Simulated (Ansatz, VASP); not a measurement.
## Two plane-wave programs on Au

```
Au
1.0
    -1.62107    1.62107    1.62107
     1.62107   -1.62107    1.62107
     3.24215    3.24215    0.00000
Au
2
Cartesian
  -0.2475 0.2475 0.0000
  1.8686 1.3736 1.6211
```

Change from the starting cell: mode 4 (9.3 1/cm) frozen in, largest displacement +0.350 Å.

Alike in both runs: task single point; functional PBEsol; k mesh 22 × 22 × 14; occupations gaussian, width 0.15 eV; no spin polarisation.

|  | VASP | Ansatz |
| --- | --- | --- |
| version | VASP 6.6.1 | Ansatz 0.2.0 |
| potentials or method | VASP PAW PBE potentials, release 64 (Au), cutoff 520 eV | scalar-relativistic, plane waves, PAW |
| valence electrons in the cell | 22 | 38 |

|  | VASP | Ansatz | Ansatz less VASP |
| --- | --- | --- | --- |
| gap on the k mesh at the Fermi level (eV) | none | none | - |
| pressure (GPa) | 1.9 | 2.2 | +0.29 |
| traceless stress, the component that is largest in VASP (GPa) | -2.66 | -2.68 | -0.018 |
| rms of the force components (eV/Å) | 0.135 | 0.136 | +0.0010 |

VASP's potentials were made for PBE, not for PBEsol. Atom by atom the forces differ by 0.001 eV/Å (rms over components). A gap of «none» marks a metal or a gap that the smearing closes. VASP's potentials hold 22 valence electrons a cell and Ansatz's 38, so a difference there can come from the potentials and not from the codes.

Neither program's run includes spin-orbit coupling.
